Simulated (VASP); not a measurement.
Wanted: the native input for a VASP 6.6.1 run.

```
Task                   : single point
Functional             : PBE
Potentials or basis    : VASP PAW PBE potentials, release 64 (Cu)
Cutoff                 : 520 eV
k mesh                 : 15 × 15 × 15
Occupations            : methfessel-paxton, width 0.2 eV
Spin                   : no spin polarisation
Dipole correction      : no
Further INCAR settings : ALGO = Normal; EDIFF = 1e-07; NBANDS = 12
```

The structure of Cu lies in POSCAR:

```
Cu
1.0
    0.0000000000      1.8145751207      1.8145751207
    1.8145751207      0.0000000000      1.8145751207
    1.8145751207      1.8145751207      0.0000000000
Cu
1
Direct
    0.0000000000      0.0000000000      0.0000000000
```

These files were run (other wordings do the same):

INCAR

```
SYSTEM = Cu
ALGO = Normal
EDIFF = 1E-7
ENCUT = 520
GGA = PE
ISIF = 2
ISMEAR = 1
LASPH = .TRUE.
LCHARG = .FALSE.
LREAL = .FALSE.
LWAVE = .FALSE.
NBANDS = 12
NELM = 60
PREC = Accurate
SIGMA = 0.2
```

KPOINTS

```
k-points
0
G
  15 15 15
  0 0 0
```

Potentials or basis: VASP PAW PBE potentials, release 64 (Cu).

Command:

```sh
$ cat potpaw_PBE.64/Cu/POTCAR > POTCAR
$ mpirun -np 1 vasp_std > vasp.out
```

Results of the run:

```json
{
  "Pressure": "0.4 GPa"
}
```

Wall time 26 s on 1 thread of Intel Xeon 8259CL (shared host), peak memory 0.13 GiB.
